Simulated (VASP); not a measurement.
# Al2OsN3 (R-3m) in VASP: relaxation of cell and atoms with PBE

Aim: the relaxation of cell and atoms of Al2OsN3 with PBE.

Everything below comes from runs of VASP 6.6.1. Logs are shortened: lines on timing, memory, paths and dates and some standing lists are left out, and cuts for length are marked.

### 1 The cell of the first run

The structure is trigonal, space group R-3m (No. 166). The conventional cell has a = 5.567 Å, b = 5.567 Å, c = 7.572 Å, α = 90.00°, β = 90.00°, γ = 120.00°. Al (site symmetry 3m) has 3 N at 2.02 Å and 1 Os at 2.48 Å and 1 Al at 2.61 Å within 2.7 Å. Within 2.7 Å of Os (site symmetry -3m) lie 6 N at 2.04 Å and 2 Al at 2.48 Å. N (site symmetry 2/m) has 2 Al at 2.02 Å and 2 Os at 2.04 Å and 4 N at 2.78 Å within 2.8 Å.

The cell was built from a structure type or drawn by symmetry, and may not be a known phase.

### 2 Relaxation of cell and atoms, PBE

Contents of INCAR:

```
SYSTEM = Al2OsN3
ALGO     = Normal         ! electronic algorithm
EDIFF    = 1E-7           ! SCF threshold, eV
EDIFFG   = -0.01          ! ionic threshold
ENCUT    = 600            ! plane-wave cutoff, eV
GGA      = PE             ! functional
IBRION   = 2              ! ionic algorithm
ISIF     = 3              ! what is computed and relaxed
ISMEAR   = 0              ! smearing method
LASPH    = .True.         ! aspherical terms in the spheres
LCHARG   = .False.        ! write CHGCAR
LREAL    = .False.        ! projectors in reciprocal space
LWAVE    = .False.        ! write WAVECAR
NELM     = 80             ! most SCF steps
NSW      = 100            ! ionic steps
PREC     = Accurate       ! precision mode
SIGMA    = 0.1            ! smearing width, eV
```

Contents of KPOINTS:

```
k-points
0
Gamma
  12 12 12
  0 0 0
```

Contents of POSCAR:

```
Al2OsN3
1.0
    2.7833107802      1.6069452282      2.5239883928
   -2.7833107802      1.6069452282      2.5239883928
    0.0000000000     -3.2138904564      2.5239883928
Al Os N
2 1 3
Direct
    0.8277538829      0.8277538829      0.8277538829
    0.1722461171      0.1722461171      0.1722461171
    0.5000000000      0.5000000000      0.5000000000
    0.5000000000      0.0000000000      0.5000000000
    0.5000000000      0.5000000000      0.0000000000
    0.0000000000      0.5000000000      0.5000000000
```

Potentials or basis: VASP PAW PBE potentials, release 64 (Al, Os, N).

On the command line:

```
$ cat potpaw_PBE.64/Al/POTCAR potpaw_PBE.64/Os/POTCAR potpaw_PBE.64/N/POTCAR > POTCAR
$ mpirun -np 1 vasp_std > vasp.out
```

OUTCAR:

```text
SYSTEM = Al2OsN3
   EDIFF = 1E-7
   EDIFFG = -0.01
   ENCUT = 600
   GGA = PE
   IBRION = 2
   ISIF = 3
   ISMEAR = 0
   LASPH = .True.
   LREAL = .False.
   NELM = 80
   NSW = 100
   PREC = Accurate

 ion  position               nearest neighbor table
   1  0.828  0.828  0.828-   4 2.02   6 2.02   5 2.02   3 2.48   2 2.61   3 3.21   3 3.21   3 3.21
                             2 3.22   2 3.22   2 3.22
   2  0.172  0.172  0.172-   4 2.02   6 2.02   5 2.02   3 2.48   1 2.61   3 3.21   3 3.21   3 3.21
                             1 3.22   1 3.22   1 3.22
   3  0.500  0.500  0.500-   4 2.04   6 2.04   4 2.04   6 2.04   5 2.04   5 2.04   1 2.48   2 2.48
                             1 3.21   2 3.21   1 3.21   2 3.21   1 3.21   2 3.21
   4  0.500  0.000  0.500-   1 2.02   2 2.02   3 2.04   3 2.04
   5  0.500  0.500  0.000-   1 2.02   2 2.02   3 2.04   3 2.04
   6  0.000  0.500  0.500-   1 2.02   2 2.02   3 2.04   3 2.04

  LATTYP: Found a trigonal (rhomboedric) cell.
 ALAT       =     4.0865155417
 COS(alpha) =     0.0722155503

  Lattice vectors:

 A1 = (   2.7833107802,   1.6069452282,   2.5239883928)
 A2 = (  -2.7833107802,   1.6069452282,   2.5239883928)
 A3 = (   0.0000000000,  -3.2138904564,   2.5239883928)

Analysis of symmetry for initial positions (statically):
=====================================================================
 Subroutine PRICEL returns:
 Original cell was already a primitive cell.

 Routine SETGRP: Setting up the symmetry group for a
 trigonal (rhombohedral) supercell.

 Subroutine GETGRP returns: Found 12 space group operations
 (whereof 12 operations were pure point group operations)
 out of a pool of 12 trial point group operations.

The static configuration has the point symmetry D_3d.

Analysis of symmetry for dynamics (positions and initial velocities):
=====================================================================
 Subroutine PRICEL returns:
 Original cell was already a primitive cell.

 Routine SETGRP: Setting up the symmetry group for a
 trigonal (rhombohedral) supercell.

 Subroutine GETGRP returns: Found 12 space group operations
 (whereof 12 operations were pure point group operations)
 out of a pool of 12 trial point group operations.

The dynamic configuration has the point symmetry D_3d.

 Subroutine INISYM returns: Found 12 space group operations
 (whereof 12 operations are pure point group operations),
 and found     1 'primitive' translations

----------------------------------------------------------------------------------------

                                     Primitive cell

  volume of cell :      67.7332

  direct lattice vectors                    reciprocal lattice vectors
     2.783310780  1.606945228  2.523988393     0.179642174  0.103716458  0.132066112
    -2.783310780  1.606945228  2.523988393    -0.179642174  0.103716458  0.132066112
     0.000000000 -3.213890456  2.523988393     0.000000000 -0.207432915  0.132066112

  length of vectors
     4.086515542  4.086515542  4.086515542     0.245906226  0.245906226  0.245906226

  position of ions in fractional coordinates (direct lattice)
     0.827753883  0.827753883  0.827753883
     0.172246117  0.172246117  0.172246117
     0.500000000  0.500000000  0.500000000
     0.500000000  0.000000000  0.500000000
     0.500000000  0.500000000  0.000000000
     0.000000000  0.500000000  0.500000000

  ion indices of the primitive-cell ions
   primitive index   ion index
                 1           1
                 2           2
                 3           3
                 4           4
                 5           5
                 6           6

----------------------------------------------------------------------------------------

 KPOINTS: k-points

Automatic generation of k-mesh.
 Grid dimensions read from file:
 generate k-points for:   12   12   12

 Generating k-lattice:

  Cartesian coordinates                     Fractional coordinates (reciprocal lattice)
     0.014970181  0.008643038  0.011005509     0.083333333  0.000000000  0.000000000
    -0.014970181  0.008643038  0.011005509     0.000000000  0.083333333  0.000000000
     0.000000000 -0.017286076  0.011005509     0.000000000  0.000000000  0.083333333

  Length of vectors
     0.020492186  0.020492186  0.020492186

  Shift w.r.t. Gamma in fractional coordinates (k-lattice)
     0.000000000  0.000000000  0.000000000

 Subroutine IBZKPT returns following result:
 ===========================================

 Found    189 irreducible k-points:

 Following reciprocal coordinates:
            Coordinates               Weight
  0.000000  0.000000  0.000000      1.000000
  0.083333 -0.000000  0.000000      6.000000
  0.166667 -0.000000  0.000000      6.000000
  0.250000 -0.000000 -0.000000      6.000000
  0.333333 -0.000000 -0.000000      6.000000
  0.416667 -0.000000  0.000000      6.000000
[... 16 lines left out ...]
  0.500000  0.166667 -0.000000     12.000000
 -0.416667  0.166667 -0.000000     12.000000
 [... further k-points ...]
   k-points           NKPTS =    189   k-points in BZ     NKDIM =    189   number of bands    NBANDS=     18
   number of dos      NEDOS =    301   number of ions     NIONS =      6
   total plane-waves  NPLWV =  46656
   dimension x,y,z NGX =    36 NGY =   36 NGZ =   36
   dimension x,y,z NGXF=    72 NGYF=   72 NGZF=   72
   ions per type =               2   1   3
   NGX,Y,Z   is equivalent  to a cutoff of  14.65, 14.65, 14.65 a.u.
   NGXF,Y,Z  is equivalent  to a cutoff of  29.29, 29.29, 29.29 a.u.
 SYSTEM =  Al2OsN3
   PREC   = accura    normal or accurate (medium, high low for compatibility)
   ISTART =      0    job   : 0-new  1-cont  2-samecut
   ICHARG =      2    charge: 1-file 2-atom 10-const
   ISPIN  =      1    spin polarized calculation?
   LNONCOLLINEAR =      F non collinear calculations
   LSORBIT =      F    spin-orbit coupling
   LASPH  =      T    aspherical Exc in radial PAW
   ENCUT  =  600.0 eV  44.10 Ry    6.64 a.u.   8.16  8.16  8.16*2*pi/ulx,y,z
   NELM   =     80;   NELMIN=  2; NELMDL= -5     # of ELM steps
   EDIFF  = 0.1E-06   stopping-criterion for ELM
   LREAL  =      F    real-space projection
   EDIFFG = -.1E-01   stopping-criterion for IOM
   NSW    =    100    number of steps for IOM
   IBRION =      2    ionic relax: 0-MD 1-quasi-New 2-CG
   NFREE  =      1    steps in history (QN), initial steepest desc. (CG)
   ISIF   =      3    stress and relaxation
   ISYM   =      2    0-nonsym 1-usesym 2-fastsym
   POTIM  = 0.5000    time-step for ionic-motion
   TEBEG  =    0.0;   TEEND  =   0.0 temperature during run
   PSTRESS=    0.0 pullay stress
   NELECT =      29.0000    total number of electrons
   NUPDOWN=      -1.0000    fix difference up-down
   EMIN   =  10.00;   EMAX   =-10.00  energy-range for DOS
   EFERMI =   0.00;   METHOD = LEGACY
   ISMEAR =     0;   SIGMA  =   0.10  broadening in eV -4-tet -1-fermi 0-gaus
   EFERMI_NEDOS =   21; number of points for ismear=-14 and -15
   IALGO  =     38    algorithm
   IMIX   =      4    mixing-type and parameters
     AMIX     =   0.40;   BMIX     =  1.00
     AMIX_MAG =   1.60;   BMIX_MAG =  1.00
  volume/ion in A,a.u.               =      11.29        76.18
  Fermi-wavevector in a.u.,A,eV,Ry     =   1.233882  2.331699 20.714398  1.522465
  Thomas-Fermi vector in A             =   2.368595
   LORBIT       =      0    0 simple, 1 ext, 2 COOP (PROOUT), +10 PAW based schemes
   GGA     = PE    functional components
   LHFCALC =     F    Hartree Fock is set to
   AEXX    =    0.0000 exact exchange contribution
   IVDW    =     0    specifies the selected vdW correction
   LEPSILON=     F    determine dielectric tensor
   LRPA    =     F    only Hartree local field effects (RPA)
 conjugate gradient relaxation of ions
 non-spin polarized calculation
 Gauss-broadening in eV      SIGMA  =   0.10
  energy-cutoff  :      600.00
  volume of cell :       67.73
 maximum number of plane-waves:      2276
 NGX is ok and might be reduce to    36
   NGX = 17   NGY = 17   NGZ = 17

--------------------------------------- Ionic step        1  -------------------------------------------

 number of electron      29.0000000 magnetization

 Free energy of the ion-electron system (eV)
  ---------------------------------------------------
  ext. energy  EPLUGINS =         0.00000000
  ---------------------------------------------------
  free energy    TOTEN  =       -41.78210102 eV

  energy without entropy =      -41.76775572  energy(sigma->0) =      -41.77492837

------------------------ aborting loop because EDIFF is reached ----------------------------------------

  FORCE on cell =-STRESS in cart. coord.  units (eV):
  Direction    XX          YY          ZZ          XY          YZ          ZX
  --------------------------------------------------------------------------------------
  -------------------------------------------------------------------------------------
  Total        0.4487561      0.4487561      0.6275976      0.0000000     -0.0000000      0.0000000
  in kB       10.6149902     10.6149902     14.8453512      0.0000000     -0.0000000      0.0000000
  external PRESSURE =      12.0251105 kB  Pullay stress =       0.0000000 kB
[... 145 lines left out ...]
  energy  without entropy=      -41.7692531800  energy(sigma->0) =      -41.77642690

--------------------------------------- Ionic step        5  -------------------------------------------

 number of electron      29.0000001 magnetization

 Free energy of the ion-electron system (eV)
  ---------------------------------------------------
  ext. energy  EPLUGINS =         0.00000000
  ---------------------------------------------------
  free energy    TOTEN  =       -41.78360803 eV

  energy without entropy =      -41.76928589  energy(sigma->0) =      -41.77644696

 E-fermi :   7.4916     XC(G=0): -11.4725

 val. band max:        7.4909358923   @ k =  -0.3333   0.1667   0.0000
 cond. band min:       7.4921497667   @ k =  -0.2500   0.5000   0.1667
 fundamental gap:      0.0012138744
 Fermi energy:         7.4916274182

 k-point     1 :       0.0000    0.0000    0.0000
  band No.  band energies     occupation
      1      -9.6785      2.00000
      2      -7.4979      2.00000
      3      -7.4979      2.00000
      4       0.1204      2.00000
      5       2.5304      2.00000
      6       2.5304      2.00000
[... 10 lines left out ...]
     17       8.3327      0.00000
     18       8.3327      0.00000
[... 466 lines left out ...]
      2      -7.4866      2.00000
      3      -7.3253      2.00000
      4      -0.2072      2.00000
      5       0.1792      2.00000
      6       1.2372      2.00000
[... 10 lines left out ...]
     17       9.1901      0.00000
     18       9.7196      0.00000

 [... further k-points ...]

------------------------ aborting loop because EDIFF is reached ----------------------------------------

  FORCE on cell =-STRESS in cart. coord.  units (eV):
  Direction    XX          YY          ZZ          XY          YZ          ZX
  --------------------------------------------------------------------------------------
  -------------------------------------------------------------------------------------
  Total       -0.0088840     -0.0088840      0.0251245     -0.0000000      0.0000000      0.0000000
  in kB       -0.2089023     -0.2089023      0.5907876     -0.0000000      0.0000000      0.0000000
  external PRESSURE =       0.0576610 kB  Pullay stress =       0.0000000 kB
[... 21 lines left out ...]
  FREE ENERGIE OF THE ION-ELECTRON SYSTEM (eV)
  ---------------------------------------------------
  free  energy   TOTEN  =       -41.7836080334 eV

  energy  without entropy=      -41.7692858946  energy(sigma->0) =      -41.77644696

 reached required accuracy - stopping structural energy minimisation
```

Wall time 25 min (1 thread of Oxide Virtual Turin-like, shared host); peak memory 0.41 GiB.

What came out:

```yaml
Free_energy: -41.7836 eV
Relaxed_volume: 11.36 Å³/atom
Relaxed_cell: a = 4.095 Å, b = 4.095 Å, c = 4.095 Å, α = 85.86°, β = 85.86°, γ = 85.86°
Space_group_after_relaxing_to_0.1_Å: R-3m (No. 166)
Energy_gained_by_relaxing: 0.3 meV/atom
Ionic_steps: 5
Pressure_after_relaxing: 0.0 GPa
Band_gap_on_the_k_mesh: zero (an odd number of electrons rules out a gap without spin polarisation)
```

Forces on the atoms (eV/Å):
```
Al   0.000  0.000 -0.002
Al   0.000  0.000  0.002
Os   0.000  0.000  0.000
N    0.000  0.000  0.000
N    0.000  0.000  0.000
N    0.000  0.000  0.000
```

The path:
| step | energy change (eV) | largest force (eV/Å) | pressure (GPa) | volume (Å³) |
| --- | --- | --- | --- | --- |
| 1 | 0.0000 | 0.0045 | 1.20 | 67.73 |
| 2 | 0.0011 | 0.1153 | -1.55 | 68.57 |
| 3 | -0.0013 | 0.0518 | 0.02 | 68.08 |
| 4 | -0.0015 | 0.0129 | 0.01 | 68.12 |
| 5 | -0.0015 | 0.0020 | 0.01 | 68.14 |

Final structure:
```cif
data_structure
_symmetry_space_group_name_H-M 'P 1'
_symmetry_Int_Tables_number 1
_cell_length_a 4.0946
_cell_length_b 4.0946
_cell_length_c 4.0946
_cell_angle_alpha 85.860
_cell_angle_beta 85.860
_cell_angle_gamma 85.860
_cell_volume 68.14
loop_
_atom_site_label
_atom_site_type_symbol
_atom_site_fract_x
_atom_site_fract_y
_atom_site_fract_z
_atom_site_occupancy
Al1 Al 0.82737 0.82737 0.82737 1
Al2 Al 0.17263 0.17263 0.17263 1
Os1 Os 0.50000 0.50000 0.50000 1
N1 N 0.50000 0.00000 0.50000 1
N2 N 0.50000 0.50000 0.00000 1
N3 N 0.00000 0.50000 0.50000 1
```

Levels at points of the mesh, in eV from the Fermi level:
| k point | band 11 | band 12 | band 13 | band 14 | band 15 | band 16 | band 17 | band 18 |
| --- | --- | --- | --- | --- | --- | --- | --- | --- |
| (0.00, 0.00, 0.00) | -2.82 | -2.82 | -2.22 | -1.46 | -1.46 | -1.35 | 0.84 | 0.84 |
| (0.50, 0.00, 0.00) | -3.06 | -2.13 | -1.60 | -0.02 | 0.01 | 0.90 | 0.99 | 1.39 |
| (0.50, 0.50, 0.00) | -3.57 | -1.73 | -1.39 | 0.30 | 0.74 | 1.39 | 2.13 | 3.48 |
| (0.50, 0.50, 0.50) | -1.75 | -1.75 | -0.28 | -0.04 | 0.56 | 0.56 | 5.63 | 6.12 |

Caveat: spin-orbit coupling is left out, which moves the levels of the heavy elements.
